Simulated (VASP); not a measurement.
PbO:

```
CELL_PARAMETERS angstrom
3.99000 0.00000 0.00000
0.00000 3.99000 0.00000
0.00000 0.00000 5.01000
ATOMIC_POSITIONS crystal
Pb 0.50000 0.00000 0.76000
Pb 0.00000 0.50000 0.24000
O 0.50000 0.50000 0.00000
O 0.00000 0.00000 0.00000
```

Base run:

| Quantity | Value |
| --- | --- |
| Program | VASP 6.6.1 |
| Functional | PBEsol-based screened hybrid with 25 % exact exchange |
| Potentials or basis | VASP PAW PBE potentials, release 64 (Pb_d, O) |
| Cutoff | 520 eV |
| k mesh | 4 × 4 × 3 |
| Occupations | fermi-dirac, width 0.05 eV |
| Spin | no spin polarisation |

Its results: band gap on the k mesh 1.75 eV (least direct gap 3.15 eV); pressure -3.4 GPa; largest force 0.792 eV/Å.

Question: The run is repeated on the same cell with these changes: functional from PBEsol-based screened hybrid with 25 % exact exchange to PBE-based screened hybrid with 25 % exact exchange; screening parameter from 0.207 1/Å to 0.20787 1/Å. What comes out?

Answer: Band gap on the k mesh 1.81 eV (least direct gap 3.21 eV); pressure -0.7 GPa; largest force 0.588 eV/Å.

Caveats: the PAW data sets were made with another functional, which shifts forces and pressure a little; spin-orbit coupling is left out, which moves the levels of the heavy elements; the cell stands under tension (at least some runs).

A k mesh can miss the band edges.
